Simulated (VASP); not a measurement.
Si (a cell with a defect), 15 atoms in the cell. The cell holds a defect, 15 atoms: a = 7.699 Å, b = 7.699 Å, c = 7.699 Å, α = 60.00°, β = 60.00°, γ = 60.00°. 

* Program: VASP 6.6.1
* Task: single point
* Functional: r2SCAN
* Potentials or basis: VASP PAW PBE potentials, release 64 (Si)
* Cutoff: 520 eV
* k mesh: 2 × 2 × 2
* Occupations: gaussian, width 0.02 eV
* Spin: no spin polarisation
* Dipole correction: no
* Charge: 2
* Further INCAR settings: LREAL = Auto; ALGO = Normal; EDIFF = 1e-06; NBANDS = 43; NELECT = 58.0

Potentials or basis: VASP PAW PBE potentials, release 64 (Si).

Run with:

```sh
$ cat potpaw_PBE.64/Si/POTCAR > POTCAR
$ cp INCAR.step1 INCAR
$ mpirun -np 1 vasp_std > vasp.out
$ cp INCAR.step2 INCAR
$ mpirun -np 1 vasp_std > vasp.out
```

Hardware: 1 thread of Intel(R) Xeon(R) 6975P-C (Granite Rapids) (shared host).

Problem. How long does it take, and how much memory?

Solution. Wall time 3.2 min on 1 thread of Intel(R) Xeon(R) 6975P-C (Granite Rapids), with other jobs on the host, peak memory 0.5 GiB. Counts: k points 3.
